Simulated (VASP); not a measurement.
# Ca in VASP: notebook

Ca is run at these levels: PBE, HSE06; tasks: single point.

All numbers are computed with VASP 6.6.1; they aren't measurements. Logs are shortened: lines on timing, memory, paths and dates and some standing lists are left out, and cuts for length are marked.

### Step 1. The cell of the first run

The typed cell holds 1 atom: a = 3.928 Å, b = 3.875 Å, c = 4.059 Å, α = 60.27°, β = 59.78°, γ = 59.78°.

### Step 2. Single point, PBE

The input, INCAR:

```
SYSTEM = Ca
  PREC = Accurate
  ENCUT = 520
  EDIFF = 1E-7
  ISMEAR = 0
  SIGMA = 0.1
  LREAL = .FALSE.
  LASPH = .TRUE.
  NELM = 100
  ALGO = Fast
  ISIF = 2
  LWAVE = .FALSE.
  LCHARG = .FALSE.
  GGA = PE
  NBANDS = 11
```

The input, KPOINTS:

```
regular mesh
0
G
  6 6 6
  0 0 0
```

The input, POSCAR:

```
Ca
1.0
    0.0226090000      2.8095600000      2.7447680000
    2.7524950000      0.0396230000      2.7277540000
    2.8498400000      2.8898890000     -0.0577210000
Ca
1
Direct
   -0.0007270000      0.0032390000     -0.0010580000
```

Potentials or basis: VASP PAW PBE potentials, release 64 (Ca_sv).

On the command line:

```
$ cat potpaw_PBE.64/Ca_sv/POTCAR > POTCAR
$ mpirun -np 1 vasp_std > vasp.out
```

OUTCAR:

```text
SYSTEM = Ca
   PREC = Accurate
   ENCUT = 520
   EDIFF = 1E-7
   ISMEAR = 0
   LREAL = .FALSE.
   LASPH = .TRUE.
   NELM = 100
   ISIF = 2
   GGA = PE

 ion  position               nearest neighbor table
   1  0.999  0.003  0.999-

  LATTYP: Found a triclinic cell.
 ALAT       =     3.8891024714
 B/A-ratio  =     0.9964672604
 C/A-ratio  =     1.0237997206
 COS(alpha) =     0.0091132834
 COS(beta)  =     0.4871261850
 COS(gamma) =     0.4881892356

  Lattice vectors:

 A1 = (  -2.7298860000,   2.7699370000,   0.0170140000)
 A2 = (  -2.7524950000,  -0.0396230000,  -2.7277540000)
 A3 = (  -2.8272310000,  -0.0803290000,   2.8024890000)

Analysis of symmetry for initial positions (statically):
=====================================================================
 Subroutine PRICEL returns:
 Original cell was already a primitive cell.

 Routine SETGRP: Setting up the symmetry group for a
 triclinic supercell.

 Subroutine GETGRP returns: Found  2 space group operations
 (whereof  1 operations were pure point group operations)
 out of a pool of  2 trial point group operations.

The static configuration has the point symmetry C_1 .
 The point group associated with its full space group is S_2 .

Analysis of symmetry for dynamics (positions and initial velocities):
=====================================================================
 Subroutine PRICEL returns:
 Original cell was already a primitive cell.

 Routine SETGRP: Setting up the symmetry group for a
 triclinic supercell.

 Subroutine GETGRP returns: Found  2 space group operations
 (whereof  1 operations were pure point group operations)
 out of a pool of  2 trial point group operations.

The dynamic configuration has the point symmetry C_1 .
 The point group associated with its full space group is S_2 .

 Subroutine INISYM returns: Found  2 space group operations
 (whereof  1 operations are pure point group operations),
 and found     1 'primitive' translations

----------------------------------------------------------------------------------------

                                     Primitive cell

  volume of cell :      43.6317

  direct lattice vectors                    reciprocal lattice vectors
     0.022609000  2.809560000  2.744768000    -0.180721547  0.181806672  0.179719809
     2.752495000  0.039623000  2.727754000     0.185512833 -0.179306551  0.182011104
     2.849840000  2.889889000 -0.057721000     0.173154559  0.171739438 -0.177219752

  length of vectors
     3.927835273  3.875363285  4.059110515     0.313070524  0.315743397  0.301469362

  position of ions in fractional coordinates (direct lattice)
     0.999273000  0.003239000  0.998942000

  ion indices of the primitive-cell ions
   primitive index   ion index
                 1           1

----------------------------------------------------------------------------------------

 KPOINTS: regular mesh

Automatic generation of k-mesh.
 Grid dimensions read from file:
 generate k-points for:    6    6    6

 Generating k-lattice:

  Cartesian coordinates                     Fractional coordinates (reciprocal lattice)
    -0.030120258  0.030301112  0.029953302     0.166666667  0.000000000  0.000000000
     0.030918806 -0.029884425  0.030335184     0.000000000  0.166666667  0.000000000
     0.028859093  0.028623240 -0.029536625     0.000000000  0.000000000  0.166666667

  Length of vectors
     0.052178421  0.052623899  0.050244894

  Shift w.r.t. Gamma in fractional coordinates (k-lattice)
     0.000000000  0.000000000  0.000000000

 Subroutine IBZKPT returns following result:
 ===========================================

 Found    112 irreducible k-points:

 Following reciprocal coordinates:
            Coordinates               Weight
  0.000000  0.000000  0.000000      1.000000
  0.166667 -0.000000  0.000000      2.000000
  0.333333 -0.000000  0.000000      2.000000
  0.500000  0.000000  0.000000      1.000000
  0.000000  0.166667 -0.000000      2.000000
  0.166667  0.166667  0.000000      2.000000
[... 16 lines left out ...]
  0.333333 -0.000000  0.166667      2.000000
  0.500000  0.000000  0.166667      2.000000
 [... further k-points ...]
   k-points           NKPTS =    112   k-points in BZ     NKDIM =    112   number of bands    NBANDS=     11
   number of dos      NEDOS =    301   number of ions     NIONS =      1
   total plane-waves  NPLWV =  27000
   dimension x,y,z NGX =    30 NGY =   30 NGZ =   30
   dimension x,y,z NGXF=    60 NGYF=   60 NGZF=   60
   ions per type =               1
   NGX,Y,Z   is equivalent  to a cutoff of  12.70, 12.87, 12.29 a.u.
   NGXF,Y,Z  is equivalent  to a cutoff of  25.40, 25.74, 24.57 a.u.
 SYSTEM =  Ca
   PREC   = accura    normal or accurate (medium, high low for compatibility)
   ISTART =      0    job   : 0-new  1-cont  2-samecut
   ICHARG =      2    charge: 1-file 2-atom 10-const
   ISPIN  =      1    spin polarized calculation?
   LNONCOLLINEAR =      F non collinear calculations
   LSORBIT =      F    spin-orbit coupling
   LASPH  =      T    aspherical Exc in radial PAW
   ENCUT  =  520.0 eV  38.22 Ry    6.18 a.u.   7.30  7.21  7.55*2*pi/ulx,y,z
   NELM   =    100;   NELMIN=  2; NELMDL= -5     # of ELM steps
   EDIFF  = 0.1E-06   stopping-criterion for ELM
   LREAL  =      F    real-space projection
   EDIFFG = 0.1E-05   stopping-criterion for IOM
   NSW    =      0    number of steps for IOM
   IBRION =     -1    ionic relax: 0-MD 1-quasi-New 2-CG
   NFREE  =      0    steps in history (QN), initial steepest desc. (CG)
   ISIF   =      2    stress and relaxation
   ISYM   =      2    0-nonsym 1-usesym 2-fastsym
   POTIM  = 0.5000    time-step for ionic-motion
   TEBEG  =    0.0;   TEEND  =   0.0 temperature during run
   PSTRESS=    0.0 pullay stress
   NELECT =      10.0000    total number of electrons
   NUPDOWN=      -1.0000    fix difference up-down
   EMIN   =  10.00;   EMAX   =-10.00  energy-range for DOS
   EFERMI =   0.00;   METHOD = LEGACY
   ISMEAR =     0;   SIGMA  =   0.10  broadening in eV -4-tet -1-fermi 0-gaus
   EFERMI_NEDOS =   21; number of points for ismear=-14 and -15
   IALGO  =     68    algorithm
   IMIX   =      4    mixing-type and parameters
     AMIX     =   0.40;   BMIX     =  1.00
     AMIX_MAG =   1.60;   BMIX_MAG =  1.00
  volume/ion in A,a.u.               =      43.63       294.44
  Fermi-wavevector in a.u.,A,eV,Ry     =   1.001861  1.893242 13.656507  1.003725
  Thomas-Fermi vector in A             =   2.134310
   LORBIT       =      0    0 simple, 1 ext, 2 COOP (PROOUT), +10 PAW based schemes
   GGA     = PE    functional components
   LHFCALC =     F    Hartree Fock is set to
   AEXX    =    0.0000 exact exchange contribution
   IVDW    =     0    specifies the selected vdW correction
   LEPSILON=     F    determine dielectric tensor
   LRPA    =     F    only Hartree local field effects (RPA)
 non-spin polarized calculation
 RMM-DIIS sequential band-by-band and
 Gauss-broadening in eV      SIGMA  =   0.10
  energy-cutoff  :      520.00
  volume of cell :       43.63
 maximum number of plane-waves:      1190
 NGX is ok and might be reduce to    30

 number of electron      10.0000000 magnetization

 Free energy of the ion-electron system (eV)
  ---------------------------------------------------
  ext. energy  EPLUGINS =         0.00000000
  ---------------------------------------------------
  free energy    TOTEN  =        -1.90527770 eV

  energy without entropy =       -1.89258791  energy(sigma->0) =       -1.89893281

 E-fermi :   1.8671     XC(G=0):  -7.6316

 val. band max:        1.8668734541   @ k =  -0.0000   0.1667   0.5000
 cond. band min:       1.8681786861   @ k =  -0.3333   0.1667   0.3333
 fundamental gap:      0.0013052319
 Fermi energy:         1.8670580802

 k-point     1 :       0.0000    0.0000    0.0000
  band No.  band energies     occupation
      1     -40.2580      2.00000
      2     -21.1833      2.00000
      3     -21.1809      2.00000
      4     -21.1738      2.00000
      5      -2.1342      2.00000
      6       3.9377      0.00000
      7       4.1625      0.00000
      8       4.2530      0.00000
      9       5.1091      0.00000
     10       5.2211      0.00000
     11      10.7262      0.00000

 k-point     2 :       0.1667   -0.0000    0.0000
  band No.  band energies     occupation
      1     -40.2549      2.00000
      2     -21.2142      2.00000
      3     -21.1872      2.00000
      4     -21.1782      2.00000
      5      -1.6695      2.00000
      6       3.7209      0.00000
      7       4.0636      0.00000
      8       4.4140      0.00000
      9       5.0009      0.00000
     10       5.1014      0.00000
     11      10.4686      0.00000

 k-point     3 :       0.3333   -0.0000    0.0000
  band No.  band energies     occupation
      1     -40.2487      2.00000
      2     -21.2781      2.00000
      3     -21.1971      2.00000
      4     -21.1868      2.00000
      5      -0.4089      2.00000
      6       2.7529      0.00000
      7       3.9436      0.00000
      8       4.3473      0.00000
      9       5.3632      0.00000
     10       5.4598      0.00000
     11       7.9778      0.00000

 k-point     4 :       0.5000    0.0000    0.0000
  band No.  band energies     occupation
      1     -40.2455      2.00000
      2     -21.3098      2.00000
      3     -21.2020      2.00000
      4     -21.1910      2.00000
      5       0.9094      2.00000
      6       1.7079      1.97561
      7       3.7915      0.00000
      8       4.2031      0.00000
      9       5.7731      0.00000
     10       5.8667      0.00000
     11       6.9096      0.00000

 k-point     5 :       0.0000    0.1667   -0.0000
  band No.  band energies     occupation
      1     -40.2547      2.00000
      2     -21.2168      2.00000
      3     -21.1867      2.00000
      4     -21.1780      2.00000
      5      -1.6609      2.00000
      6       3.7599      0.00000
      7       4.1054      0.00000
      8       4.3520      0.00000
      9       4.9925      0.00000
     10       5.0736      0.00000
     11      10.6060      0.00000
[... 211 lines left out ...]
 k-point    21 :       0.0000    0.0000    0.1667
  band No.  band energies     occupation
      1     -40.2556      2.00000
      2     -21.2021      2.00000
      3     -21.1869      2.00000
      4     -21.1831      2.00000
      5      -1.7061      2.00000
      6       3.5330      0.00000
      7       4.2214      0.00000
      8       4.3369      0.00000
      9       5.0986      0.00000
     10       5.1726      0.00000
     11       9.8337      0.00000

 k-point    22 :       0.1667   -0.0000    0.1667
  band No.  band energies     occupation
      1     -40.2543      2.00000
      2     -21.2115      2.00000
      3     -21.1922      2.00000
      4     -21.1855      2.00000
      5      -1.5442      2.00000
      6       3.5481      0.00000
      7       4.3061      0.00000
      8       4.4650      0.00000
      9       4.5598      0.00000
     10       5.3522      0.00000
     11      11.0368      0.00000

 k-point    23 :       0.3333   -0.0000    0.1667
  band No.  band energies     occupation
      1     -40.2489      2.00000
      2     -21.2652      2.00000
      3     -21.2034      2.00000
      4     -21.1905      2.00000
      5      -0.5422      2.00000
      6       2.9974      0.00000
      7       3.7875      0.00000
      8       4.6436      0.00000
      9       4.9144      0.00000
     10       5.5878      0.00000
     11       8.7966      0.00000

 k-point    24 :       0.5000    0.0000    0.1667
  band No.  band energies     occupation
      1     -40.2449      2.00000
      2     -21.3005      2.00000
      3     -21.2089      2.00000
      4     -21.2024      2.00000
      5       0.9557      2.00000
      6       2.0093      0.04420
      7       3.4373      0.00000
      8       4.4648      0.00000
      9       5.7597      0.00000
     10       5.8903      0.00000
     11       6.8723      0.00000

 [... further k-points ...]

------------------------ aborting loop because EDIFF is reached ----------------------------------------

  FORCE on cell =-STRESS in cart. coord.  units (eV):
  Direction    XX          YY          ZZ          XY          YZ          ZX
  --------------------------------------------------------------------------------------
  -------------------------------------------------------------------------------------
  Total       -0.1433850     -0.1330439     -0.1877674     -0.0690193      0.0225085      0.0594656
  in kB       -5.2651631     -4.8854349     -6.8949066     -2.5344215      0.8265228      2.1836056
  external PRESSURE =      -5.6818349 kB  Pullay stress =       0.0000000 kB

 VOLUME and BASIS-vectors are now :
 -----------------------------------------------------------------------------
  energy-cutoff  :      520.00
  volume of cell :       43.63
      direct lattice vectors                 reciprocal lattice vectors
     0.022609000  2.809560000  2.744768000    -0.180721547  0.181806672  0.179719809
     2.752495000  0.039623000  2.727754000     0.185512833 -0.179306551  0.182011104
     2.849840000  2.889889000 -0.057721000     0.173154559  0.171739438 -0.177219752

 POSITION                                       TOTAL-FORCE (eV/Angst)
 -----------------------------------------------------------------------------------
      2.87833      5.69448      2.69395         0.000000      0.000000     -0.000000
 -----------------------------------------------------------------------------------
    total drift:                                0.000003     -0.000002      0.000002

  FREE ENERGIE OF THE ION-ELECTRON SYSTEM (eV)
  ---------------------------------------------------
  free  energy   TOTEN  =        -1.9052777015 eV

  energy  without entropy=       -1.8925879101  energy(sigma->0) =       -1.89893281
```

Wall time 98 s (1 thread of Intel Xeon 8259CL, shared host); peak memory 0.2 GiB.

What came out:

- Free energy: -1.9053 eV
- Pressure: -0.6 GPa
- Band gap on the k mesh: zero (bands 5 and 6 overlap by 0.42 eV)

### Step 3. Single point, HSE06

This run uses another cell than the first one, of the same volume but with other edges.

The input, POSCAR:

```
Ca
1.0
    0.0000000000      2.7942000000      2.7942000000
    2.7942000000      0.0000000000      2.7942000000
    2.7942000000      2.7942000000      0.0000000000
Ca
1
Direct
    0.0000000000      0.0000000000      0.0000000000
```

The input, INCAR.step1:

```
PREC = Accurate
ENCUT = 520
EDIFF = 1E-5
ISMEAR = 0
SIGMA = 0.05
LREAL = False
LASPH = True
NELM = 100
ALGO = Normal
ISIF = 2
LWAVE = True
GGA = PE
NBANDS = 11
```

The input, INCAR.step2:

```
PREC = Accurate
ENCUT = 520
EDIFF = 1E-7
ISMEAR = 0
SIGMA = 0.05
LREAL = False
LASPH = True
NELM = 100
ALGO = Normal
ISIF = 2
LWAVE = False
LCHARG = True
GGA = PE
LHFCALC = True
HFSCREEN = 0.2079
PRECFOCK = Normal
LELF = True
LVHAR = True
ISTART = 1
NBANDS = 11
```

The input, KPOINTS:

```
Automatic mesh
0
Gamma
  4 4 4
```

Potentials or basis: VASP PAW PBE potentials, release 64 (Ca_sv).

On the command line:

```
$ cat potpaw_PBE.64/Ca_sv/POTCAR > POTCAR
$ cp INCAR.step1 INCAR
$ mpirun -np 1 vasp_std > vasp.out
$ cp INCAR.step2 INCAR
$ mpirun -np 1 vasp_std > vasp.out
```

It took 4.3 min on 1 thread of Intel Xeon 8259CL, shared host; peak memory 0.27 GiB.

Results (log left out):

```yaml
Free_energy: -1.9227 eV
Pressure: 0.0 GPa
Band_gap_on_the_k_mesh: zero (bands 5 and 6 overlap by 0.81 eV)
```

Levels at points of the mesh, in eV from the Fermi level:
```csv
k point,band 3,band 4,band 5,band 6,band 7,band 8
"(0.00, 0.00, 0.00)",-25.58,-25.58,-5.17,2.80,2.80,2.80
"(0.50, 0.00, 0.00)",-25.59,-25.59,-1.36,-0.80,2.64,2.64
"(0.50, 0.50, 0.00)",-25.62,-25.62,-0.74,0.55,0.81,4.73
```

Caveat: the k points lie up to 0.49 Å⁻¹ apart, too coarse for converged energies and pressures of a metal; the PAW data sets were made with another functional, which shifts forces and pressure a little.

[end of part 1 of 2]

The gap in the log of VASP goes by the Fermi energy; the results here count the filled bands.